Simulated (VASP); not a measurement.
Wanted: the native input for a VASP 6.6.1 run.

| Quantity | Value |
| --- | --- |
| Task | single point |
| Functional | PBE |
| Potentials or basis | VASP PAW PBE potentials, release 64 (Sc_sv) |
| Cutoff | 520 eV |
| k mesh | 18 × 18 × 10 |
| Occupations | gaussian, width 0.15 eV |
| Spin | no spin polarisation |
| Dipole correction | no |
| Further INCAR settings | ALGO = Fast; EDIFF = 1e-06; NBANDS = 18 |

The structure of Sc lies in POSCAR:

```
Sc
1.0
    3.3584298657      0.0000000000      0.0000000000
   -1.6792149328      2.9084855806      0.0000000000
    0.0000000000      0.0000000000      5.4260400000
Sc
2
Direct
    0.3333333333      0.6666666667      0.2500000000
    0.6666666667      0.3333333333      0.7500000000
```

This cell differs from its parent crystal: strain +0.015 along x and y, +0.030 along z.

These files were run (other wordings do the same):

INCAR

```
ALGO = Fast
EDIFF = 1E-6
ENCUT = 520
GGA = PE
ISIF = 2
ISMEAR = 0
LASPH = True
LCHARG = False
LREAL = False
LWAVE = False
NBANDS = 18
NELM = 80
PREC = Accurate
SIGMA = 0.15
```

KPOINTS

```
k-points
0
Gamma
  18 18 10
```

Potentials or basis: VASP PAW PBE potentials, release 64 (Sc_sv).

Command:

```bash
$ cat potpaw_PBE.64/Sc_sv/POTCAR > POTCAR
$ mpirun -np 1 vasp_std > vasp.out
```

It gave:

```yaml
Pressure: -3.3 GPa
Band_gap_on_the_k_mesh: zero (bands 11 and 12 overlap by 1.19 eV)
```

Caveat: the cell differs from its parent crystal (strain +0.015 along x and y, +0.030 along z); the cell stands under tension.

It took 110 s on 1 thread of Intel(R) Xeon(R) 6975P-C (Granite Rapids) (shared host), peak memory 0.3 GiB.
